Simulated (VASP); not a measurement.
Set up this calculation in VASP 6.6.1, as the native input.

* Task: single point
* Functional: PBEsol
* Potentials or basis: VASP PAW PBE potentials, release 64 (B, N)
* Cutoff: 520 eV
* k mesh: 9 × 9 × 6
* Occupations: gaussian, width 0.02 eV
* Spin: no spin polarisation
* Dipole correction: no
* Further INCAR settings: ALGO = Normal; EDIFF = 1e-06; NBANDS = 16

The structure of BN lies in POSCAR:

```
BN
1.0
    2.5659661661      0.0000000000      0.0000000000
   -1.2829830830      2.2221918851      0.0000000000
    0.0000000000      0.0000000000      4.1975546927
B N
2 2
Direct
    0.3333333333      0.6666666667     -0.0003696467
    0.6666666667      0.3333333333      0.4996303533
    0.3333333333      0.6666666667      0.3743696467
    0.6666666667      0.3333333333      0.8743696467
```

This cell differs from its parent crystal: strained cell.

These files were run (other wordings do the same):

INCAR

```
SYSTEM = BN
ALGO = Normal
EDIFF = 1E-6
ENCUT = 520
GGA = PS
ISIF = 2
ISMEAR = 0
LASPH = .True.
LCHARG = .False.
LREAL = .False.
LWAVE = .False.
NBANDS = 16
NELM = 60
PREC = Accurate
SIGMA = 0.02
```

KPOINTS

```
k-points
0
Gamma
  9 9 6
  0 0 0
```

Potentials or basis: VASP PAW PBE potentials, release 64 (B, N).

Command:

```bash
$ cat potpaw_PBE.64/B/POTCAR potpaw_PBE.64/N/POTCAR > POTCAR
$ mpirun -np 1 vasp_std > vasp.out
```

It gave:

| Property | Result |
| --- | --- |
| Pressure | -6.1 GPa |
| Band gap on the k mesh | 5.03 eV (least direct gap 8.07 eV) |

Caveat: the cell differs from its parent crystal (strained cell); the cell stands under tension; the PAW data sets were made with another functional, which shifts forces and pressure a little; an odd mesh through Γ misses points on the zone boundary, where band edges can lie.

It took 24 s on 1 thread of Intel Xeon 8259CL (shared host), peak memory 0.14 GiB.
